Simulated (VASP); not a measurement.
The system is GaN.

```xyz
2
Lattice="0.0000 2.2490 2.2490 2.2490 0.0000 2.2490 2.2490 2.2490 0.0000" Properties=species:S:1:pos:R:3 pbc="T T T"
Ga    0.0000    0.0000    0.0000
N     1.1245    1.1245    1.1245
```

Base run:

| Item | Value |
| --- | --- |
| Program | VASP 6.6.1 |
| Functional | r2SCAN |
| Potentials or basis | VASP PAW PBE potentials, release 64 (Ga_d, N) |
| Cutoff | 520 eV |
| k mesh | 10 × 10 × 10 |
| Occupations | gaussian, width 0.01 eV |
| Spin | no spin polarisation |

Its results: band gap on the k mesh 2.16 eV, direct; pressure 1.1 GPa.

Task: The run is repeated on the same cell with these changes: functional from r2SCAN to PBE; occupations from gaussian, width 0.01 eV to fermi-dirac, width 0.02 eV. What comes out?

Result: Band gap on the k mesh 1.76 eV, direct; pressure 6.2 GPa.

Caveats: the PAW data sets were made with another functional, which shifts forces and pressure a little (some runs).

